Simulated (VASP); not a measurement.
# NaBe2 (P6/mmm) in VASP: a series of runs

NaBe2 is run at these levels: PBE; tasks: relaxation of cell and atoms, single point.

All numbers are computed with VASP 6.6.1; they aren't measurements. Logs are shortened: lines on timing, memory, paths and dates and some standing lists are left out, and cuts for length are marked.

### Step 1. The cell of the first run

The structure is hexagonal, space group P6/mmm (No. 191). Conventional cell: a = 3.129 Å, b = 3.129 Å, c = 3.475 Å, α = 90.00°, β = 90.00°, γ = 120.00°. Within 3.3 Å of Na (site symmetry 6/mmm) lie 12 Be at 2.51 Å and 6 Na at 3.13 Å. Be (site symmetry -6m2) has 3 Be at 1.81 Å within 2.4 Å.

### Step 2. Relaxation of cell and atoms, PBE

INCAR reads:

```
ALGO     = Normal         # electronic algorithm
EDIFF    = 1E-6           # SCF threshold, eV
EDIFFG   = -0.04          # ionic threshold
ENCUT    = 600            # plane-wave cutoff, eV
GGA      = PE             # functional
IBRION   = 2              # ionic algorithm
ISIF     = 3              # what is computed and relaxed
ISMEAR   = 0              # smearing method
LASPH    = True           # aspherical terms in the spheres
LCHARG   = False          # write CHGCAR
LREAL    = False          # projectors in reciprocal space
LWAVE    = False          # write WAVECAR
NELM     = 80             # most SCF steps
NSW      = 90             # ionic steps
PREC     = Accurate       # precision mode
SIGMA    = 0.1            # smearing width, eV
```

KPOINTS reads:

```
k-points
0
Gamma
  6 6 6
```

POSCAR reads:

```
NaBe2
1.0
    3.1292961000      0.0000000000      0.0000000000
   -1.5646480500      2.7100499200      0.0000000000
    0.0000000000      0.0000000000      3.4754568700
Na Be
1 2
Direct
    0.0000000000      0.0000000000      0.0000000000
    0.3333333300      0.6666666700      0.5000000000
    0.6666666700      0.3333333300      0.5000000000
```

Potentials or basis: VASP PAW PBE potentials, release 64 (Na_pv, Be).

Command:

```sh
cat potpaw_PBE.64/Na_pv/POTCAR potpaw_PBE.64/Be/POTCAR > POTCAR
mpirun -np 1 vasp_std > vasp.out
```

OUTCAR:

```text
EDIFF = 1E-6
   EDIFFG = -0.04
   ENCUT = 600
   GGA = PE
   IBRION = 2
   ISIF = 3
   ISMEAR = 0
   LASPH = True
   LREAL = False
   NELM = 80
   NSW = 90
   PREC = Accurate

 ion  position               nearest neighbor table
   1  0.000  0.000  0.000-   2 2.51   3 2.51   2 2.51   3 2.51   3 2.51   3 2.51   2 2.51   2 2.51
                             3 2.51   3 2.51   2 2.51   2 2.51
   2  0.333  0.667  0.500-   3 1.81   3 1.81   3 1.81   1 2.51   1 2.51   1 2.51   1 2.51   1 2.51
                             1 2.51
   3  0.667  0.333  0.500-   2 1.81   2 1.81   2 1.81   1 2.51   1 2.51   1 2.51   1 2.51   1 2.51
                             1 2.51

  LATTYP: Found a hexagonal cell.
 ALAT       =     3.1292961000
 C/A-ratio  =     1.1106193722

  Lattice vectors:

 A1 = (   3.1292961000,   0.0000000000,   0.0000000000)
 A2 = (  -1.5646480500,   2.7100499200,   0.0000000000)
 A3 = (   0.0000000000,   0.0000000000,   3.4754568700)

Analysis of symmetry for initial positions (statically):
=====================================================================
 Subroutine PRICEL returns:
 Original cell was already a primitive cell.

 Routine SETGRP: Setting up the symmetry group for a
 hexagonal supercell.

 Subroutine GETGRP returns: Found 24 space group operations
 (whereof 24 operations were pure point group operations)
 out of a pool of 24 trial point group operations.

The static configuration has the point symmetry D_6h.

Analysis of symmetry for dynamics (positions and initial velocities):
=====================================================================
 Subroutine PRICEL returns:
 Original cell was already a primitive cell.

 Routine SETGRP: Setting up the symmetry group for a
 hexagonal supercell.

 Subroutine GETGRP returns: Found 24 space group operations
 (whereof 24 operations were pure point group operations)
 out of a pool of 24 trial point group operations.

The dynamic configuration has the point symmetry D_6h.

 Subroutine INISYM returns: Found 24 space group operations
 (whereof 24 operations are pure point group operations),
 and found     1 'primitive' translations

----------------------------------------------------------------------------------------

                                     Primitive cell

  volume of cell :      29.4738

  direct lattice vectors                    reciprocal lattice vectors
     3.129296100  0.000000000  0.000000000     0.319560683  0.184498446  0.000000000
    -1.564648050  2.710049920  0.000000000     0.000000000  0.368996893  0.000000000
     0.000000000  0.000000000  3.475456870     0.000000000  0.000000000  0.287731955

  length of vectors
     3.129296100  3.129296101  3.475456870     0.368996893  0.368996893  0.287731955

  position of ions in fractional coordinates (direct lattice)
     0.000000000  0.000000000  0.000000000
     0.333333330  0.666666670  0.500000000
     0.666666670  0.333333330  0.500000000

  ion indices of the primitive-cell ions
   primitive index   ion index
                 1           1
                 2           2
                 3           3

----------------------------------------------------------------------------------------

 KPOINTS: k-points

Automatic generation of k-mesh.
 Grid dimensions read from file:
 generate k-points for:    6    6    6

 Generating k-lattice:

  Cartesian coordinates                     Fractional coordinates (reciprocal lattice)
     0.053260114  0.030749741  0.000000000     0.166666667  0.000000000  0.000000000
     0.000000000  0.061499482  0.000000000     0.000000000  0.166666667  0.000000000
     0.000000000  0.000000000  0.047955326     0.000000000  0.000000000  0.166666667

  Length of vectors
     0.061499482  0.061499482  0.047955326

  Shift w.r.t. Gamma in fractional coordinates (k-lattice)
     0.000000000  0.000000000  0.000000000

 Subroutine IBZKPT returns following result:
 ===========================================

 Found     28 irreducible k-points:

 Following reciprocal coordinates:
            Coordinates               Weight
  0.000000  0.000000  0.000000      1.000000
  0.166667 -0.000000  0.000000      6.000000
  0.333333  0.000000  0.000000      6.000000
  0.500000 -0.000000  0.000000      3.000000
  0.166667  0.166667  0.000000      6.000000
  0.333333  0.166667  0.000000     12.000000
[... 16 lines left out ...]
  0.166667 -0.000000  0.500000      6.000000
  0.333333  0.000000  0.500000      6.000000
 [... further k-points ...]
   k-points           NKPTS =     28   k-points in BZ     NKDIM =     28   number of bands    NBANDS=      9
   number of dos      NEDOS =    301   number of ions     NIONS =      3
   total plane-waves  NPLWV =  21952
   dimension x,y,z NGX =    28 NGY =   28 NGZ =   28
   dimension x,y,z NGXF=    56 NGYF=   56 NGZF=   56
   ions per type =               1   2
   NGX,Y,Z   is equivalent  to a cutoff of  14.88, 14.88, 13.39 a.u.
   NGXF,Y,Z  is equivalent  to a cutoff of  29.75, 29.75, 26.79 a.u.
 SYSTEM =  unknown system
   PREC   = accura    normal or accurate (medium, high low for compatibility)
   ISTART =      0    job   : 0-new  1-cont  2-samecut
   ICHARG =      2    charge: 1-file 2-atom 10-const
   ISPIN  =      1    spin polarized calculation?
   LNONCOLLINEAR =      F non collinear calculations
   LSORBIT =      F    spin-orbit coupling
   LASPH  =      T    aspherical Exc in radial PAW
   ENCUT  =  600.0 eV  44.10 Ry    6.64 a.u.   6.25  6.25  6.94*2*pi/ulx,y,z
   NELM   =     80;   NELMIN=  2; NELMDL= -5     # of ELM steps
   EDIFF  = 0.1E-05   stopping-criterion for ELM
   LREAL  =      F    real-space projection
   EDIFFG = -.4E-01   stopping-criterion for IOM
   NSW    =     90    number of steps for IOM
   IBRION =      2    ionic relax: 0-MD 1-quasi-New 2-CG
   NFREE  =      1    steps in history (QN), initial steepest desc. (CG)
   ISIF   =      3    stress and relaxation
   ISYM   =      2    0-nonsym 1-usesym 2-fastsym
   POTIM  = 0.5000    time-step for ionic-motion
   TEBEG  =    0.0;   TEEND  =   0.0 temperature during run
   PSTRESS=    0.0 pullay stress
   NELECT =      11.0000    total number of electrons
   NUPDOWN=      -1.0000    fix difference up-down
   EMIN   =  10.00;   EMAX   =-10.00  energy-range for DOS
   EFERMI =   0.00;   METHOD = LEGACY
   ISMEAR =     0;   SIGMA  =   0.10  broadening in eV -4-tet -1-fermi 0-gaus
   EFERMI_NEDOS =   21; number of points for ismear=-14 and -15
   IALGO  =     38    algorithm
   IMIX   =      4    mixing-type and parameters
     AMIX     =   0.40;   BMIX     =  1.00
     AMIX_MAG =   1.60;   BMIX_MAG =  1.00
  volume/ion in A,a.u.               =       9.82        66.30
  Fermi-wavevector in a.u.,A,eV,Ry     =   1.178674  2.227371 18.902205  1.389273
  Thomas-Fermi vector in A             =   2.314999
   LORBIT       =      0    0 simple, 1 ext, 2 COOP (PROOUT), +10 PAW based schemes
   GGA     = PE    functional components
   LHFCALC =     F    Hartree Fock is set to
   AEXX    =    0.0000 exact exchange contribution
   IVDW    =     0    specifies the selected vdW correction
   LEPSILON=     F    determine dielectric tensor
   LRPA    =     F    only Hartree local field effects (RPA)
 conjugate gradient relaxation of ions
 non-spin polarized calculation
 Gauss-broadening in eV      SIGMA  =   0.10
  energy-cutoff  :      600.00
  volume of cell :       29.47
 maximum number of plane-waves:       998
 NGX is ok and might be reduce to    28
   NGX = 13   NGY = 13   NGZ = 13

--------------------------------------- Ionic step        1  -------------------------------------------

 number of electron      11.0000003 magnetization

 Free energy of the ion-electron system (eV)
  ---------------------------------------------------
  ext. energy  EPLUGINS =         0.00000000
  ---------------------------------------------------
  free energy    TOTEN  =        -3.68900645 eV

  energy without entropy =       -3.67636190  energy(sigma->0) =       -3.68268418

 E-fermi :   4.8535     XC(G=0): -10.2344

 val. band max:        4.8436336657   @ k =   0.1667   0.1667   0.0000
 cond. band min:       4.8912286527   @ k =   0.3333   0.1667   0.3333
 fundamental gap:      0.0475949870
 Fermi energy:         4.8534971632

 k-point     1 :       0.0000    0.0000    0.0000
  band No.  band energies     occupation
      1     -18.1021      2.00000
      2     -18.0317      2.00000
      3     -18.0317      2.00000
      4      -3.2832      2.00000
      5       5.1606      0.00001
      6       8.1346      0.00000
      7       8.1346      0.00000
      8       9.9738      0.00000
      9      13.6458      0.00000
[... 265 lines left out ...]
 k-point    24 :       0.3333    0.0000    0.5000
  band No.  band energies     occupation
      1     -18.1803      2.00000
      2     -18.1460      2.00000
      3     -18.0581      2.00000
      4       0.0401      2.00000
      5       2.4836      2.00000
      6       4.2071      2.00000
      7       6.2330      0.00000
      8       8.7072      0.00000
      9      14.5772      0.00000

 [... further k-points ...]
[... 5 lines left out ...]
  --------------------------------------------------------------------------------------
  -------------------------------------------------------------------------------------
  Total       11.6393275     11.6393275      7.9068466      0.0000000      0.0000000      0.0000000
  in kB      632.7069689    632.7069696    429.8115108      0.0000000      0.0000000      0.0000000
  external PRESSURE =     565.0751498 kB  Pullay stress =       0.0000000 kB
[... 92 lines left out ...]
  FREE ENERGIE OF THE ION-ELECTRON SYSTEM (eV)
  ---------------------------------------------------
  free  energy   TOTEN  =        -6.2879509357 eV

  energy  without entropy=       -6.2803985859  energy(sigma->0) =       -6.28417476

[... ionic steps 4 to 9 ...]

--------------------------------------- Ionic step       10  -------------------------------------------

 number of electron      11.0000010 magnetization

------------------------ aborting loop because EDIFF is reached ----------------------------------------
[... 69 lines left out ...]
--------------------------------------- Ionic step       12  -------------------------------------------

 number of electron      11.0000006 magnetization

 Free energy of the ion-electron system (eV)
  ---------------------------------------------------
  ext. energy  EPLUGINS =         0.00000000
  ---------------------------------------------------
  free energy    TOTEN  =        -6.31521109 eV

  energy without entropy =       -6.30882987  energy(sigma->0) =       -6.31202048

 E-fermi :   1.7807     XC(G=0):  -8.4465

 val. band max:        1.7530700504   @ k =   0.3333   0.1667   0.5000
 cond. band min:       1.8839766946   @ k =   0.1667   0.1667   0.1667
 fundamental gap:      0.1309066442
 Fermi energy:         1.7807190376

 k-point     1 :       0.0000    0.0000    0.0000
  band No.  band energies     occupation
      1     -21.4423      2.00000
      2     -21.4423      2.00000
      3     -21.4144      2.00000
      4      -4.5258      2.00000
      5       3.5784      0.00000
      6       3.5784      0.00000
      7       3.6057      0.00000
      8       7.1937      0.00000
      9       7.2857      0.00000
[... 265 lines left out ...]
 k-point    24 :       0.3333    0.0000    0.5000
  band No.  band energies     occupation
      1     -21.4550      2.00000
      2     -21.4433      2.00000
      3     -21.4376      2.00000
      4      -1.9060      2.00000
      5       0.3067      2.00000
      6       1.1237      2.00000
      7       2.8187      0.00000
      8       4.3611      0.00000
      9       7.6743      0.00000

 [... further k-points ...]
[... 5 lines left out ...]
  --------------------------------------------------------------------------------------
  -------------------------------------------------------------------------------------
  Total       -0.0399198     -0.0399198     -0.0423271      0.0000000     -0.0000000      0.0000000
  in kB       -1.2803807     -1.2803807     -1.3575912      0.0000000     -0.0000000      0.0000000
  external PRESSURE =      -1.3061176 kB  Pullay stress =       0.0000000 kB
[... 18 lines left out ...]
  FREE ENERGIE OF THE ION-ELECTRON SYSTEM (eV)
  ---------------------------------------------------
  free  energy   TOTEN  =        -6.3152110906 eV

  energy  without entropy=       -6.3088298671  energy(sigma->0) =       -6.31202048

 reached required accuracy - stopping structural energy minimisation
```

It took 28 s on 1 thread of AMD EPYC 9R45 (Zen 5), shared host; peak memory 0.12 GiB.

Results:

* Free energy: -6.3152 eV
* Relaxed volume: 16.65 Å³/atom
* Relaxed cell: a = 3.937 Å, b = 3.937 Å, c = 3.721 Å, α = 90.00°, β = 90.00°, γ = 120.00°
* Space group after relaxing (to 0.05 Å): P6/mmm (No. 191)
* Energy gained by relaxing: 875.4 meV/atom
* Ionic steps: 12
* Pressure after relaxing: -0.1 GPa

Step by step:
| step | energy change (eV) | largest force (eV/Å) | pressure (GPa) | volume (Å³) |
| --- | --- | --- | --- | --- |
| 1 | 0.0000 | 0.0000 | 56.51 | 29.47 |
| 2 | -2.5505 | 0.0000 | 4.15 | 46.82 |
| 3 | -2.5989 | 0.0000 | 1.50 | 49.54 |
| 4 | -2.5801 | 0.0000 | -2.25 | 55.28 |
| 5 | -2.6083 | 0.0000 | -0.17 | 51.70 |
| 6 | -2.6081 | 0.0000 | 0.26 | 51.17 |
| 7 | -2.6084 | 0.0000 | 0.24 | 51.14 |
| 8 | -2.6097 | 0.0000 | 0.27 | 51.06 |
| 9 | -2.6136 | 0.0000 | 0.16 | 50.87 |
| 10 | -2.6213 | 0.0000 | 0.08 | 50.48 |
| 11 | -2.6249 | 0.0000 | -0.22 | 49.60 |
| 12 | -2.6262 | 0.0000 | -0.13 | 49.95 |

Final structure:
```cif
data_structure
_symmetry_space_group_name_H-M 'P 1'
_symmetry_Int_Tables_number 1
_cell_length_a 3.9372
_cell_length_b 3.9372
_cell_length_c 3.7210
_cell_angle_alpha 90.000
_cell_angle_beta 90.000
_cell_angle_gamma 120.000
_cell_volume 49.95
loop_
_atom_site_label
_atom_site_type_symbol
_atom_site_fract_x
_atom_site_fract_y
_atom_site_fract_z
_atom_site_occupancy
Na1 Na 0.00000 0.00000 0.00000 1
Be1 Be 0.33333 0.66667 0.50000 1
Be2 Be 0.66667 0.33333 0.50000 1
```

Levels at points of the mesh, in eV from the Fermi level:
| k point | band 2 | band 3 | band 4 | band 5 | band 6 | band 7 | band 8 | band 9 |
| --- | --- | --- | --- | --- | --- | --- | --- | --- |
| (0.00, 0.00, 0.00) | -23.22 | -23.20 | -6.31 | 1.80 | 1.80 | 1.82 | 5.41 | 5.50 |
| (0.50, 0.00, 0.00) | -23.23 | -23.19 | -3.85 | -3.41 | 0.22 | 3.58 | 3.96 | 5.48 |
| (0.00, 0.00, 0.50) | -23.22 | -23.22 | -4.72 | -2.78 | 2.43 | 2.43 | 5.96 | 5.96 |
| (0.50, 0.00, 0.50) | -23.23 | -23.22 | -2.57 | -2.21 | -0.45 | 0.75 | 1.07 | 5.79 |

Caveat: the k points lie up to 0.31 Å⁻¹ apart in the final cell; the volume moved by over 15 % at a fixed basis, so the end points are rough.

### Step 3. Single point, PBE

This run uses another cell than the first one, of 17.34 Å³/atom, 1.765 times its volume.

INCAR reads:

```
SYSTEM = NaBe2
ALGO     = Fast           ! electronic algorithm
EDIFF    = 1E-6           ! SCF threshold, eV
ENCUT    = 520            ! plane-wave cutoff, eV
GGA      = PE             ! functional
ISIF     = 2              ! what is computed and relaxed
ISMEAR   = 0              ! smearing method
LASPH    = .True.         ! aspherical terms in the spheres
LCHARG   = .True.         ! write CHGCAR
LELF     = .True.         ! ELF
LREAL    = .False.        ! projectors in reciprocal space
LVHAR    = .True.       
LWAVE    = .False.        ! write WAVECAR
NBANDS   = 12             ! bands
NELM     = 80             ! most SCF steps
PREC     = Accurate       ! precision mode
SIGMA    = 0.1            ! smearing width, eV
```

KPOINTS reads:

```
k-points
0
Gamma
  12 12 12
  0 0 0
```

POSCAR reads:

```
NaBe2
1.0
    3.8147905030      0.0000000000      0.0000000000
   -1.9073952515      3.3037054857      0.0000000000
    0.0000000000      0.0000000000      4.1275434417
Na Be
1 2
Direct
    0.0000000000      0.0000000000      0.0000000000
    0.3333333333      0.6666666667      0.5000000000
    0.6666666667      0.3333333333      0.5000000000
```

Potentials or basis: VASP PAW PBE potentials, release 64 (Na_pv, Be).

Command:

```sh
cat potpaw_PBE.64/Na_pv/POTCAR potpaw_PBE.64/Be/POTCAR > POTCAR
mpirun -np 1 vasp_std > vasp.out
```

Wall time 28 s (1 thread of AMD EPYC 9R45 (Zen 5), shared host); peak memory 0.18 GiB.

The run converged. Its results:

```yaml
Free_energy: -6.3243 eV
Pressure: 0.1 GPa
```

Levels at points of the mesh, in eV from the Fermi level:
| k point | band 1 | band 2 | band 3 | band 4 | band 5 | band 6 | band 7 | band 8 | band 9 | band 10 |
| --- | --- | --- | --- | --- | --- | --- | --- | --- | --- | --- |
| (0.00, 0.00, 0.00) | -23.38 | -23.38 | -23.37 | -6.26 | 0.53 | 2.17 | 2.17 | 3.99 | 6.05 | 6.05 |
| (0.50, 0.00, 0.00) | -23.41 | -23.39 | -23.36 | -3.63 | -3.29 | 0.46 | 2.57 | 4.53 | 4.56 | 6.46 |
| (0.00, 0.00, 0.50) | -23.38 | -23.38 | -23.38 | -5.21 | -2.87 | 2.50 | 2.50 | 6.33 | 6.33 | 7.38 |
| (0.50, 0.00, 0.50) | -23.41 | -23.39 | -23.37 | -2.84 | -2.54 | -0.28 | 0.72 | 1.23 | 5.96 | 8.14 |

(Continued in part 2 of 2.)
